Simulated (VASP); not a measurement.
Input of a VASP 6.6.1 run:

File INCAR:

```
PREC = Accurate
ENCUT = 600
EDIFF = 1E-6
ISMEAR = 0
SIGMA = 0.1
LREAL = False
LASPH = True
NELM = 80
ALGO = Normal
ISIF = 3
LWAVE = False
LCHARG = False
GGA = PE
IBRION = 2
NSW = 100
EDIFFG = -0.01
```

KPOINTS

```
Automatic mesh
0
Gamma
  10 10 10
```

The input POSCAR:

```
NaB12
1.0
    0.0000000000      3.7364442769      3.7364442769
    3.7364442769      0.0000000000      3.7364442769
    3.7364442769      3.7364442769      0.0000000000
Na B
1 12
Direct
    0.0000000000      0.0000000000      0.0000000000
    0.8359042413      0.1640957587      0.5000000000
    0.1640957587      0.8359042413      0.5000000000
    0.5000000000      0.8359042413      0.1640957587
    0.1640957587      0.5000000000      0.5000000000
    0.5000000000      0.5000000000      0.8359042413
    0.5000000000      0.5000000000      0.1640957587
    0.5000000000      0.8359042413      0.5000000000
    0.1640957587      0.5000000000      0.8359042413
    0.8359042413      0.5000000000      0.5000000000
    0.5000000000      0.1640957587      0.5000000000
    0.8359042413      0.5000000000      0.1640957587
    0.5000000000      0.1640957587      0.8359042413
```

Potentials or basis: VASP PAW PBE potentials, release 64 (Na_pv, B).

The run is started by

```sh
$ cat potpaw_PBE.64/Na_pv/POTCAR potpaw_PBE.64/B/POTCAR > POTCAR
$ mpirun -np 1 vasp_std > vasp.out
```

Problem. Predict the relaxed cell.

Solution. a = 5.289 Å, b = 5.289 Å, c = 5.289 Å, α = 60.00°, β = 60.00°, γ = 60.00°.

Problem. Predict the band gap on the k mesh.

Solution. Zero (an odd number of electrons rules out a gap without spin polarisation).

Problem. Predict the relaxed volume.

Solution. 8.05 Å³/atom.

Step by step:
```csv
step,energy change (eV),largest force (eV/Å),pressure (GPa),volume (Å³)
1,0.0000,0.0858,0.60,104.33
2,-0.0009,0.0634,-0.36,104.78
3,-0.0017,0.0012,0.04,104.59
```

Caveat: an odd number of electrons without spin polarisation forces a metal; a magnetic or distorted state may lie lower.
